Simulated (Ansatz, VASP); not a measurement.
**RuAu in VASP and in Ansatz**

File INCAR:

```
SYSTEM = RuAu
PREC = Accurate
ENCUT = 520
EDIFF = 1E-6
ISMEAR = -1
SIGMA = 0.05
LREAL = .False.
LASPH = .True.
NELM = 100
ALGO = Fast
ISIF = 2
LWAVE = .False.
LCHARG = .True.
GGA = PE
LELF = .True.
LVHAR = .True.
NBANDS = 20
```

The input KPOINTS:

```
regular mesh
0
Gamma
  8 8 8
  0 0 0
```

The input POSCAR:

```
RuAu
1.0
    3.1648100000      0.0000000000      0.0000000000
    0.0000000000      3.1648100000      0.0000000000
    0.0000000000      0.0000000000      3.1648100000
Ru Au
1 1
Direct
    0.0045850000     -0.0028690000      0.0041200000
    0.4853950000      0.4989660000      0.4970920000
```

File input.yaml:

```yaml
crystal:
  lattice:
    - [3.16481, 0.0, 0.0]
    - [0.0, 3.16481, 0.0]
    - [0.0, 0.0, 3.16481]
  atoms:
    - { symbol: Ru, position: [0.004585, -0.002869, 0.00412] }
    - { symbol: Au, position: [0.485395, 0.498966, 0.497092] }
hamiltonian:
  xc: pbe
  pseudopotentials: { kind: paw, azcp: { folder: soft_1 } }
kpoints:
  mp_grid: { grid: [8, 8, 8] }
scf:
  occupations: { method: fermi_dirac, width: 0.05 }
output:
  forces: true
  stress: true
  eigenvalues: true
  write_density: true
  write_potential: true
  elf: true
  volumetric_format: npy
```

Change from the starting cell: atoms moved at random, drawn with an rms of 0.05 Å.

Alike in both runs: task single point; functional PBE; k mesh 8 × 8 × 8; occupations fermi-dirac, width 0.05 eV; no spin polarisation.

|  | VASP | Ansatz |
| --- | --- | --- |
| version | VASP 6.6.1 | Ansatz 0.2.0 |
| potentials or method | VASP PAW PBE potentials, release 64 (Ru_pv, Au) | Ansatz PAW soft_1 |
| plane-wave cutoff (eV) | 520 | 420 |
| valence electrons in the cell | 25 | 35 |

Ansatz gave:

| Item | Value |
| --- | --- |
| gap on the k mesh at the Fermi level (eV) | none |
| pressure (GPa) | 0.7 |
| traceless stress, the component that is largest in VASP (GPa) | 0.24 |
| rms of the force components (eV/Å) | 0.320 |

Q: Estimate VASP's values.

A: gap on the k mesh at the Fermi level (eV): none; pressure (GPa): 0.5; traceless stress, the component that is largest in VASP (GPa): 0.24; rms of the force components (eV/Å): 0.319.

Atom by atom the forces differ by 0.001 eV/Å (rms over components). A gap of «none» marks a metal or a gap that the smearing closes. With one functional, cell and mesh, what is left measures potentials, basis and numerics. VASP's potentials hold 25 valence electrons a cell and Ansatz's 35, so a difference there can come from the potentials and not from the codes.

Neither program's run includes spin-orbit coupling.
